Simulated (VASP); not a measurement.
# Sc (I4/mmm) in VASP: a series of runs

Runs on Sc. Level: PBE. Tasks: single point, relaxation of cell and atoms.

Everything below comes from runs of VASP 6.6.1. Logs are shortened: lines on timing, memory, paths and dates and some standing lists are left out, and cuts for length are marked.

## Step 1: The cell of the first run

Symmetry: I4/mmm, No. 139, tetragonal system. The conventional cell has a = 3.681 Å, b = 3.681 Å, c = 3.669 Å, α = 90.00°, β = 90.00°, γ = 90.00°. Within 4.2 Å of Sc (site symmetry 4/mmm) lie 14 Sc at 3.18 to 3.68 Å.

This isn't the form of Sc at room conditions, which is hcp.

## Step 2: Single point, PBE

Contents of INCAR:

```
SYSTEM = Sc
ALGO = Fast
EDIFF = 1E-6
ENCUT = 520
GGA = PE
ISIF = 2
ISMEAR = 0
LASPH = .True.
LCHARG = .False.
LREAL = .False.
LWAVE = .False.
NBANDS = 12
NELM = 60
PREC = Accurate
SIGMA = 0.1
```

Contents of KPOINTS:

```
k-points
0
Gamma
  22 22 22
  0 0 0
```

Contents of POSCAR:

```
Sc
1.0
   -1.8403928985      1.8403928985      1.8346087736
    1.8403928985     -1.8403928985      1.8346087736
    1.8403928985      1.8403928985     -1.8346087736
Sc
1
Direct
    0.0000000000      0.0000000000      0.0000000000
```

Potentials or basis: VASP PAW PBE potentials, release 64 (Sc_sv).

Started as:

```
$ cat potpaw_PBE.64/Sc_sv/POTCAR > POTCAR
$ mpirun -np 1 vasp_std > vasp.out
```

OUTCAR:

```text
SYSTEM = Sc
   EDIFF = 1E-6
   ENCUT = 520
   GGA = PE
   ISIF = 2
   ISMEAR = 0
   LASPH = .True.
   LREAL = .False.
   NELM = 60
   PREC = Accurate

 ion  position               nearest neighbor table
   1  0.000  0.000  0.000-

  LATTYP: Found a body centered tetragonal cell.
 ALAT       =     3.6807857970
 C/A-ratio  =     0.9968571250

  Lattice vectors:

 A1 = (  -1.8403928985,   1.8403928985,   1.8346087736)
 A2 = (   1.8403928985,  -1.8403928985,   1.8346087736)
 A3 = (   1.8403928985,   1.8403928985,  -1.8346087736)

Analysis of symmetry for initial positions (statically):
=====================================================================
 Subroutine PRICEL returns:
 Original cell was already a primitive cell.

 Routine SETGRP: Setting up the symmetry group for a
 body centered tetragonal supercell.

 Subroutine GETGRP returns: Found 16 space group operations
 (whereof 16 operations were pure point group operations)
 out of a pool of 16 trial point group operations.

The static configuration has the point symmetry D_4h.

Analysis of symmetry for dynamics (positions and initial velocities):
=====================================================================
 Subroutine PRICEL returns:
 Original cell was already a primitive cell.

 Routine SETGRP: Setting up the symmetry group for a
 body centered tetragonal supercell.

 Subroutine GETGRP returns: Found 16 space group operations
 (whereof 16 operations were pure point group operations)
 out of a pool of 16 trial point group operations.

The dynamic configuration has the point symmetry D_4h.

 Subroutine INISYM returns: Found 16 space group operations
 (whereof 16 operations are pure point group operations),
 and found     1 'primitive' translations

----------------------------------------------------------------------------------------

                                     Primitive cell

  volume of cell :      24.8556

  direct lattice vectors                    reciprocal lattice vectors
    -1.840392898  1.840392898  1.834608774     0.000000000  0.271681118  0.272537670
     1.840392898 -1.840392898  1.834608774     0.271681118  0.000000000  0.272537670
     1.840392898  1.840392898 -1.834608774     0.271681118  0.271681118  0.000000000

  length of vectors
     3.184318042  3.184318042  3.184318042     0.384821272  0.384821272  0.384215122

  position of ions in fractional coordinates (direct lattice)
     0.000000000  0.000000000  0.000000000

  ion indices of the primitive-cell ions
   primitive index   ion index
                 1           1

----------------------------------------------------------------------------------------

 KPOINTS: k-points

Automatic generation of k-mesh.
 Grid dimensions read from file:
 generate k-points for:   22   22   22

 Generating k-lattice:

  Cartesian coordinates                     Fractional coordinates (reciprocal lattice)
     0.000000000  0.012349142  0.012388076     0.045454545  0.000000000 -0.000000000
     0.012349142  0.000000000  0.012388076     0.000000000  0.045454545 -0.000000000
     0.012349142  0.012349142  0.000000000     0.000000000  0.000000000  0.045454545

  Length of vectors
     0.017491876  0.017491876  0.017464324

  Shift w.r.t. Gamma in fractional coordinates (k-lattice)
     0.000000000  0.000000000  0.000000000

 Subroutine IBZKPT returns following result:
 ===========================================

 Found    834 irreducible k-points:

 Following reciprocal coordinates:
            Coordinates               Weight
  0.000000  0.000000  0.000000      1.000000
  0.045455  0.000000  0.000000      8.000000
  0.090909  0.000000  0.000000      8.000000
  0.136364  0.000000  0.000000      8.000000
  0.181818  0.000000  0.000000      8.000000
  0.227273  0.000000  0.000000      8.000000
[... 16 lines left out ...]
  0.500000  0.045455  0.000000     16.000000
 -0.454545  0.045455  0.000000     16.000000
 [... further k-points ...]
   k-points           NKPTS =    834   k-points in BZ     NKDIM =    834   number of bands    NBANDS=     12
   number of dos      NEDOS =    301   number of ions     NIONS =      1
   total plane-waves  NPLWV =  13824
   dimension x,y,z NGX =    24 NGY =   24 NGZ =   24
   dimension x,y,z NGXF=    48 NGYF=   48 NGZF=   48
   ions per type =               1
   NGX,Y,Z   is equivalent  to a cutoff of  12.53, 12.53, 12.53 a.u.
   NGXF,Y,Z  is equivalent  to a cutoff of  25.06, 25.06, 25.06 a.u.
 SYSTEM =  Sc
   PREC   = accura    normal or accurate (medium, high low for compatibility)
   ISTART =      0    job   : 0-new  1-cont  2-samecut
   ICHARG =      2    charge: 1-file 2-atom 10-const
   ISPIN  =      1    spin polarized calculation?
   LNONCOLLINEAR =      F non collinear calculations
   LSORBIT =      F    spin-orbit coupling
   LASPH  =      T    aspherical Exc in radial PAW
   ENCUT  =  520.0 eV  38.22 Ry    6.18 a.u.   5.92  5.92  5.92*2*pi/ulx,y,z
   NELM   =     60;   NELMIN=  2; NELMDL= -5     # of ELM steps
   EDIFF  = 0.1E-05   stopping-criterion for ELM
   LREAL  =      F    real-space projection
   EDIFFG = 0.1E-04   stopping-criterion for IOM
   NSW    =      0    number of steps for IOM
   IBRION =     -1    ionic relax: 0-MD 1-quasi-New 2-CG
   NFREE  =      0    steps in history (QN), initial steepest desc. (CG)
   ISIF   =      2    stress and relaxation
   ISYM   =      2    0-nonsym 1-usesym 2-fastsym
   POTIM  = 0.5000    time-step for ionic-motion
   TEBEG  =    0.0;   TEEND  =   0.0 temperature during run
   PSTRESS=    0.0 pullay stress
   NELECT =      11.0000    total number of electrons
   NUPDOWN=      -1.0000    fix difference up-down
   EMIN   =  10.00;   EMAX   =-10.00  energy-range for DOS
   EFERMI =   0.00;   METHOD = LEGACY
   ISMEAR =     0;   SIGMA  =   0.10  broadening in eV -4-tet -1-fermi 0-gaus
   EFERMI_NEDOS =   21; number of points for ismear=-14 and -15
   IALGO  =     68    algorithm
   IMIX   =      4    mixing-type and parameters
     AMIX     =   0.40;   BMIX     =  1.00
     AMIX_MAG =   1.60;   BMIX_MAG =  1.00
  volume/ion in A,a.u.               =      24.86       167.73
  Fermi-wavevector in a.u.,A,eV,Ry     =   1.247568  2.357562 21.176458  1.556426
  Thomas-Fermi vector in A             =   2.381694
   LORBIT       =      0    0 simple, 1 ext, 2 COOP (PROOUT), +10 PAW based schemes
   GGA     = PE    functional components
   LHFCALC =     F    Hartree Fock is set to
   AEXX    =    0.0000 exact exchange contribution
   IVDW    =     0    specifies the selected vdW correction
   LEPSILON=     F    determine dielectric tensor
   LRPA    =     F    only Hartree local field effects (RPA)
 non-spin polarized calculation
 RMM-DIIS sequential band-by-band and
 Gauss-broadening in eV      SIGMA  =   0.10
  energy-cutoff  :      520.00
  volume of cell :       24.86
 maximum number of plane-waves:       682
   NGX = 11   NGY = 11   NGZ = 11

 number of electron      11.0000001 magnetization

 Free energy of the ion-electron system (eV)
  ---------------------------------------------------
  ext. energy  EPLUGINS =         0.00000000
  ---------------------------------------------------
  free energy    TOTEN  =        -6.15112635 eV

  energy without entropy =       -6.13808679  energy(sigma->0) =       -6.14460657

 E-fermi :   3.7432     XC(G=0):  -9.8494

 val. band max:        3.7422466678   @ k =   0.5000   0.3182   0.0000
 cond. band min:       3.7444065093   @ k =   0.3182   0.1818   0.0000
 fundamental gap:      0.0021598415
 Fermi energy:         3.7431798535

 k-point     1 :       0.0000    0.0000    0.0000
  band No.  band energies     occupation
      1     -45.8744      2.00000
      2     -24.2870      2.00000
      3     -24.2870      2.00000
      4     -24.2864      2.00000
      5      -1.4775      2.00000
      6       5.1678      0.00000
      7       5.1866      0.00000
      8       5.1866      0.00000
      9       6.5595      0.00000
     10       6.5807      0.00000
     11      17.7792      0.00000
     12      17.7809      0.00000

 k-point     2 :       0.0455    0.0000    0.0000
  band No.  band energies     occupation
      1     -45.8732      2.00000
      2     -24.2947      2.00000
      3     -24.2895      2.00000
      4     -24.2867      2.00000
      5      -1.4224      2.00000
      6       5.1483      0.00000
      7       5.1772      0.00000
      8       5.2189      0.00000
      9       6.5390      0.00000
     10       6.5693      0.00000
     11      17.7120      0.00000
     12      17.8136      0.00000

 k-point     3 :       0.0909    0.0000    0.0000
  band No.  band energies     occupation
      1     -45.8696      2.00000
      2     -24.3179      2.00000
      3     -24.2969      2.00000
      4     -24.2868      2.00000
      5      -1.2587      2.00000
      6       5.0696      0.00000
      7       5.1402      0.00000
      8       5.3380      0.00000
      9       6.4579      0.00000
     10       6.5726      0.00000
     11      17.4089      0.00000
     12      17.7513      0.00000
[... 286 lines left out ...]
 k-point    23 :       0.5000    0.0455    0.0000
  band No.  band energies     occupation
      1     -45.8133      2.00000
      2     -24.6637      2.00000
      3     -24.4119      2.00000
      4     -24.2915      2.00000
      5       1.9921      2.00000
      6       4.0207      0.00009
      7       4.1380      0.00000
      8       6.5363      0.00000
      9       6.8867      0.00000
     10       7.8688      0.00000
     11      10.6616      0.00000
     12      14.2874      0.00000

 k-point    24 :      -0.4545    0.0455    0.0000
  band No.  band energies     occupation
      1     -45.8158      2.00000
      2     -24.6493      2.00000
      3     -24.4068      2.00000
      4     -24.2914      2.00000
      5       1.8345      2.00000
      6       4.0586      0.00001
      7       4.1002      0.00000
      8       6.5336      0.00000
      9       6.8597      0.00000
     10       7.7147      0.00000
     11      11.0251      0.00000
     12      14.4346      0.00000

 [... further k-points ...]

------------------------ aborting loop because EDIFF is reached ----------------------------------------

  FORCE on cell =-STRESS in cart. coord.  units (eV):
  Direction    XX          YY          ZZ          XY          YZ          ZX
  --------------------------------------------------------------------------------------
  -------------------------------------------------------------------------------------
  Total        0.0055620      0.0055620      0.0062073      0.0000000      0.0000000      0.0000000
  in kB        0.3585208      0.3585208      0.4001199      0.0000000      0.0000000      0.0000000
  external PRESSURE =       0.3723872 kB  Pullay stress =       0.0000000 kB

 VOLUME and BASIS-vectors are now :
 -----------------------------------------------------------------------------
  energy-cutoff  :      520.00
  volume of cell :       24.86
      direct lattice vectors                 reciprocal lattice vectors
    -1.840392898  1.840392898  1.834608774     0.000000000  0.271681118  0.272537670
     1.840392898 -1.840392898  1.834608774     0.271681118  0.000000000  0.272537670
     1.840392898  1.840392898 -1.834608774     0.271681118  0.271681118  0.000000000

 POSITION                                       TOTAL-FORCE (eV/Angst)
 -----------------------------------------------------------------------------------
      0.00000      0.00000      0.00000         0.000000      0.000000     -0.000000
 -----------------------------------------------------------------------------------
    total drift:                                0.000000      0.000000      0.000000

  FREE ENERGIE OF THE ION-ELECTRON SYSTEM (eV)
  ---------------------------------------------------
  free  energy   TOTEN  =        -6.1511263549 eV

  energy  without entropy=       -6.1380867887  energy(sigma->0) =       -6.14460657
```

Run time: 69 s. Hardware: 1 thread of Intel Xeon 6975P-C (Granite Rapids), shared host; peak memory 0.33 GiB.

What came out:

* Free energy: -6.1511 eV
* Pressure: 0.0 GPa
* Band gap on the k mesh: zero (an odd number of electrons rules out a gap without spin polarisation)

## Step 3: Relaxation of cell and atoms, PBE

This run uses another cell than the first one, of 24.78 Å³/atom.

Contents of INCAR:

```
PREC = Accurate
ENCUT = 600
EDIFF = 1E-6
ISMEAR = 0
SIGMA = 0.1
LREAL = False
LASPH = True
NELM = 60
ALGO = Fast
ISIF = 3
LWAVE = False
LCHARG = False
GGA = PE
IBRION = 2
NSW = 100
EDIFFG = -0.01
```

Contents of KPOINTS:

```
Automatic mesh
0
Gamma
  22 22 22
```

Contents of POSCAR:

```
Sc
1.0
   -1.8605045228      1.8605045228      1.7896879303
    1.8605045228     -1.8605045228      1.7896879303
    1.8605045228      1.8605045228     -1.7896879303
Sc
1
Direct
    0.0000000000      0.0000000000      0.0000000000
```

Potentials or basis: VASP PAW PBE potentials, release 64 (Sc_sv).

Started as:

```
$ cat potpaw_PBE.64/Sc_sv/POTCAR > POTCAR
$ mpirun -np 1 vasp_std > vasp.out
```

Wall time 8 min (1 thread of Intel Xeon 6975P-C (Granite Rapids), shared host); peak memory 0.39 GiB.

Results (log left out):

```yaml
Free_energy: -6.1513 eV
Relaxed_volume: 24.88 Å³/atom
Relaxed_cell: a = 3.186 Å, b = 3.186 Å, c = 3.186 Å, α = 109.24°, β = 109.24°, γ = 109.94°
Space_group_after_relaxing_to_0.1_Å: Im-3m (No. 229)
Energy_gained_by_relaxing: 0.3 meV/atom
Ionic_steps: 8
Pressure_after_relaxing: 0.0 GPa
Band_gap_on_the_k_mesh: zero (an odd number of electrons rules out a gap without spin polarisation)
```

Step by step:
```
step  energy change (eV)  largest force (eV/Å)  pressure (GPa)  volume (Å³)
   1              0.0000                0.0000            0.27        24.78
   2             -0.0001                0.0000            0.01        24.93
   3             -0.0001                0.0000           -0.09        24.95
   4             -0.0001                0.0000           -0.02        24.94
   5             -0.0001                0.0000           -0.08        24.93
   6             -0.0002                0.0000           -0.08        24.93
   7             -0.0003                0.0000           -0.04        24.91
   8             -0.0003                0.0000            0.02        24.88
```

Final structure:
```xyz
1
Lattice="-1.8446 1.8446 1.8285 1.8446 -1.8446 1.8285 1.8446 1.8446 -1.8285" Properties=species:S:1:pos:R:3 pbc="T T T"
Sc    0.0000    0.0000    0.0000
```

Levels at points of the mesh, in eV from the Fermi level:
```
           k point  band 1  band 2  band 3  band 4  band 5  band 6  band 7  band 8  band 9
(0.00, 0.00, 0.00)  -49.62  -28.03  -28.03  -28.03   -5.22    1.40    1.45    1.45    2.79
(0.50, 0.00, 0.00)  -49.56  -28.41  -28.16  -28.04   -1.76    0.26    0.44    2.81    3.13
(0.50, 0.50, 0.00)  -49.56  -28.41  -28.15  -28.03   -1.77    0.32    0.40    2.75    3.10
(0.50, 0.50, 0.50)  -49.52  -28.30  -28.30  -28.29   -1.22   -1.19    3.81    3.81    3.82
```
